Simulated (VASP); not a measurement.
Crystal: TePb3Se2.

```
Te Pb Se
1.0
     4.42703    0.00000    0.00000
    -2.21352    3.83392    0.00000
     0.00000    0.00000   10.84397
Te Pb Se
1 3 2
Cartesian
  0.0000 0.0000 0.0000
  2.2135 1.2780 9.0366
  0.0000 0.0000 5.4220
  0.0000 2.5559 1.8073
  0.0000 2.5559 7.2293
  2.2135 1.2780 3.6147
```

```yaml
Program: VASP 6.6.1
Task: relaxation of cell and atoms
Functional: PBE
Potentials_or_basis: VASP PAW PBE potentials, release 64 (Te, Pb_d, Se)
Cutoff: 600 eV
k_mesh: 6 × 6 × 2
Occupations: gaussian, width 0.1 eV
Spin: no spin polarisation
```

At the start: pressure 2.0 GPa; volume 30.68 Å³/atom.

Where does the relaxation end?

Over 11 steps the energy falls by 27.6 meV/atom and the volume is 31.78 Å³/atom (+3.6 %); space group P-3m1 (No. 164, to 0.1 Å) before and after.

Step by step:
| step | energy change (eV) | largest force (eV/Å) | pressure (GPa) | volume (Å³) |
| --- | --- | --- | --- | --- |
| 1 | 0.0000 | 0.8662 | 1.97 | 184.05 |
| 2 | -0.0949 | 0.5000 | -0.65 | 194.28 |
| 3 | -0.0949 | 0.5023 | -0.64 | 194.21 |
| 4 | -0.1278 | 0.3261 | -0.38 | 192.74 |
| 5 | -0.1522 | 0.2420 | 0.20 | 189.90 |
| 6 | -0.1523 | 0.2366 | 0.17 | 190.05 |
| 7 | -0.1592 | 0.1710 | -0.04 | 190.88 |
| 8 | -0.1627 | 0.0616 | -0.38 | 192.30 |
| 9 | -0.1651 | 0.0408 | 0.02 | 190.52 |
| 10 | -0.1652 | 0.0430 | -0.05 | 190.82 |
| 11 | -0.1655 | 0.0301 | -0.02 | 190.68 |

Final structure:
```
CELL_PARAMETERS angstrom
4.47807 0.00000 0.00000
-2.23904 3.87812 0.00000
0.00000 0.00000 10.97988
ATOMIC_POSITIONS crystal
Te 0.00000 0.00000 0.00000
Pb 0.66667 0.33333 0.81884
Pb 0.00000 0.00000 0.50000
Pb 0.33333 0.66667 0.18116
Se 0.33333 0.66667 0.65993
Se 0.66667 0.33333 0.34007
```
